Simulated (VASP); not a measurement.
# Bi (R-3m) in VASP: notebook, part 2 of 2

VASP 6.6.1. The steps go on from the part before.

## (4) Single point, r2SCAN

File POSCAR:

```
Bi
1.0
    2.2619983293      1.3059653443      4.1548946584
   -2.2619983293      1.3059653443      4.1548946584
    0.0000000000     -2.6119306886      4.1548946584
Bi
2
Direct
    0.2310104616      0.2310104616      0.2310104616
    0.7689895384      0.7689895384      0.7689895384
```

File INCAR.step1:

```
SYSTEM = Bi
PREC = Accurate
ENCUT = 520
ISMEAR = 0
SIGMA = 0.1
LREAL = .FALSE.
LASPH = .TRUE.
NELM = 60
NBANDS = 22
GGA = PE
ALGO = Normal
EDIFF = 1E-4
LWAVE = .TRUE.
LCHARG = .FALSE.
```

File INCAR.step2:

```
SYSTEM = Bi
PREC = Accurate
ENCUT = 520
EDIFF = 1E-7
ISMEAR = 0
SIGMA = 0.1
LREAL = .FALSE.
LASPH = .TRUE.
NELM = 60
ALGO = Normal
ISIF = 2
LWAVE = .FALSE.
LCHARG = .TRUE.
METAGGA = R2SCAN
LMIXTAU = .TRUE.
LELF = .TRUE.
LVHAR = .TRUE.
NBANDS = 22
ISTART = 1
```

File KPOINTS:

```
regular mesh
0
G
  6 6 6
  0 0 0
```

Potentials or basis: VASP PAW PBE potentials, release 64 (Bi_d).

On the command line:

```sh
$ cat potpaw_PBE.64/Bi_d/POTCAR > POTCAR
$ cp INCAR.step1 INCAR
$ mpirun -np 1 vasp_std > vasp.out
$ cp INCAR.step2 INCAR
$ mpirun -np 1 vasp_std > vasp.out
```

OUTCAR:

```text
SYSTEM = Bi
   PREC = Accurate
   ENCUT = 520
   EDIFF = 1E-7
   ISMEAR = 0
   LREAL = .FALSE.
   LASPH = .TRUE.
   NELM = 60
   ISIF = 2
   METAGGA = R2SCAN
   ISTART = 1

 ion  position               nearest neighbor table
   1  0.231  0.231  0.231-   2 3.07   2 3.07   2 3.07   2 3.65   2 3.65   2 3.65
   2  0.769  0.769  0.769-   1 3.07   1 3.07   1 3.07   1 3.65   1 3.65   1 3.65

  LATTYP: Found a trigonal (rhomboedric) cell.
 ALAT       =     4.9076808723
 COS(alpha) =     0.5751242675

  Lattice vectors:

 A1 = (   2.2619983293,   1.3059653443,   4.1548946584)
 A2 = (  -2.2619983293,   1.3059653443,   4.1548946584)
 A3 = (   0.0000000000,  -2.6119306886,   4.1548946584)

Analysis of symmetry for initial positions (statically):
=====================================================================
 Subroutine PRICEL returns:
 Original cell was already a primitive cell.

 Routine SETGRP: Setting up the symmetry group for a
 trigonal (rhombohedral) supercell.

 Subroutine GETGRP returns: Found 12 space group operations
 (whereof 12 operations were pure point group operations)
 out of a pool of 12 trial point group operations.

The static configuration has the point symmetry D_3d.

Analysis of symmetry for dynamics (positions and initial velocities):
=====================================================================
 Subroutine PRICEL returns:
 Original cell was already a primitive cell.

 Routine SETGRP: Setting up the symmetry group for a
 trigonal (rhombohedral) supercell.

 Subroutine GETGRP returns: Found 12 space group operations
 (whereof 12 operations were pure point group operations)
 out of a pool of 12 trial point group operations.

The dynamic configuration has the point symmetry D_3d.

 Subroutine INISYM returns: Found 12 space group operations
 (whereof 12 operations are pure point group operations),
 and found     1 'primitive' translations

[... 105 lines left out ...]
   NELECT =      30.0000    total number of electrons
   NUPDOWN=      -1.0000    fix difference up-down
   EMIN   =  10.00;   EMAX   =-10.00  energy-range for DOS
   EFERMI =   0.00;   METHOD = LEGACY
   ISMEAR =     0;   SIGMA  =   0.10  broadening in eV -4-tet -1-fermi 0-gaus
   EFERMI_NEDOS =   21; number of points for ismear=-14 and -15
   IALGO  =     38    algorithm
   IMIX   =      4    mixing-type and parameters
     AMIX     =   0.40;   BMIX     =  1.00
     AMIX_MAG =   1.60;   BMIX_MAG =  1.00
  volume/ion in A,a.u.               =      36.82       248.49
  Fermi-wavevector in a.u.,A,eV,Ry     =   1.213585  2.293343 20.038503  1.472788
  Thomas-Fermi vector in A             =   2.349032
   LORBIT       =      0    0 simple, 1 ext, 2 COOP (PROOUT), +10 PAW based schemes
   METAGGA = R2SCAN    functional components
   LHFCALC =     F    Hartree Fock is set to
   AEXX    =    0.0000 exact exchange contribution
   IVDW    =     0    specifies the selected vdW correction
   LEPSILON=     F    determine dielectric tensor
   LRPA    =     F    only Hartree local field effects (RPA)
 non-spin polarized calculation
 Gauss-broadening in eV      SIGMA  =   0.10
  energy-cutoff  :      520.00
  volume of cell :       73.64
 maximum number of plane-waves:      2011
 NGX is ok and might be reduce to    40
   NGX = 19   NGY = 19   NGZ = 19

 number of electron      30.0000000 magnetization

 Free energy of the ion-electron system (eV)
  ---------------------------------------------------
  ext. energy  EPLUGINS =         0.00000000
  ---------------------------------------------------
  free energy    TOTEN  =      -117.02784860 eV

  energy without entropy =     -117.02588146  energy(sigma->0) =     -117.02686503

 E-fermi :   5.6973     XC(G=0):  -9.9464

 val. band max:        5.6287781868   @ k =   0.3333   0.1667   0.1667
 cond. band min:       5.7180672146   @ k =   0.5000  -0.0000  -0.0000
 fundamental gap:      0.0892890278
 Fermi energy:         5.6972849607

 k-point     1 :       0.0000    0.0000    0.0000
  band No.  band energies     occupation
      1     -17.8295      2.00000
      2     -17.8295      2.00000
      3     -17.6738      2.00000
      4     -17.6738      2.00000
      5     -17.6528      2.00000
      6     -17.4819      2.00000
[... 589 lines left out ...]
     21      15.8645      0.00000
     22      16.6039      0.00000

 [... further k-points ...]
[... 5 lines left out ...]
  --------------------------------------------------------------------------------------
  -------------------------------------------------------------------------------------
  Total        0.0350435      0.0350435     -0.0976071      0.0000000     -0.0000000      0.0000000
  in kB        0.7624010      0.7624010     -2.1235217      0.0000000     -0.0000000      0.0000000
  external PRESSURE =      -0.1995732 kB  Pullay stress =       0.0000000 kB

 VOLUME and BASIS-vectors are now :
 -----------------------------------------------------------------------------
  energy-cutoff  :      520.00
  volume of cell :       73.64
      direct lattice vectors                 reciprocal lattice vectors
     2.261998329  1.305965344  4.154894658     0.221043488  0.127619517  0.080226663
    -2.261998329  1.305965344  4.154894658    -0.221043488  0.127619517  0.080226663
     0.000000000 -2.611930689  4.154894658     0.000000000 -0.255239034  0.080226663

 POSITION                                       TOTAL-FORCE (eV/Angst)
 -----------------------------------------------------------------------------------
      0.00000      0.00000      2.87947         0.000000     -0.000000     -0.009581
      0.00000      0.00000      9.58521         0.000000      0.000000      0.009581
 -----------------------------------------------------------------------------------
    total drift:                                0.000000      0.000000     -0.000000

  FREE ENERGIE OF THE ION-ELECTRON SYSTEM (eV)
  ---------------------------------------------------
  free  energy   TOTEN  =      -117.0278485977 eV

  energy  without entropy=     -117.0258814605  energy(sigma->0) =     -117.02686503
```

It took 7.4 min on 1 thread of Intel Xeon 8259CL, shared host; peak memory 0.26 GiB.

Results:

* Free energy: -117.0278 eV
* Pressure: 0.0 GPa
* Largest force: 0.010 eV/Å

Forces in eV/Å, atoms in the order of the input:
```
Bi   0.000  0.000 -0.010
Bi   0.000  0.000  0.010
```

Stress tensor (GPa, compression positive):
```
 0.08  0.00  0.00
 0.00  0.08  0.00
 0.00  0.00 -0.21
```

Caveat: the PAW data sets were made with another functional, which shifts forces and pressure a little; spin-orbit coupling is left out, which moves the levels of the heavy elements.

## (5) The runs side by side

| task | cell | k mesh | cutoff (eV) | smearing | pressure (GPa) | largest force (eV/Å) |
| --- | --- | --- | --- | --- | --- | --- |
| relaxation of cell and atoms | relaxed from a = 4.908 Å, angles 54.9°, 2 atoms, atomic positions A | 9 × 9 × 9 | 600 | gaussian 0.01 eV | 0.0 | 0.01 |
| single point | a = 4.883 Å, angles 54.5°, 2 atoms, atomic positions B | 6 × 6 × 6 | 520 | gaussian 0.1 eV | 2.5 | 0.65 |
| single point | a = 4.908 Å, angles 54.9°, 2 atoms, atomic positions A | 6 × 6 × 6 | 520 | gaussian 0.1 eV | 0.0 | 0.01 |

Alike in all rows: level r2SCAN; potentials or basis VASP PAW PBE potentials, release 64 (Bi_d); no spin polarisation.

Caveats: the PAW data sets were made with another functional, which shifts forces and pressure a little; spin-orbit coupling is left out, which moves the levels of the heavy elements.

Total energies depend on the potentials used, so only differences within one code and one set of settings carry meaning.
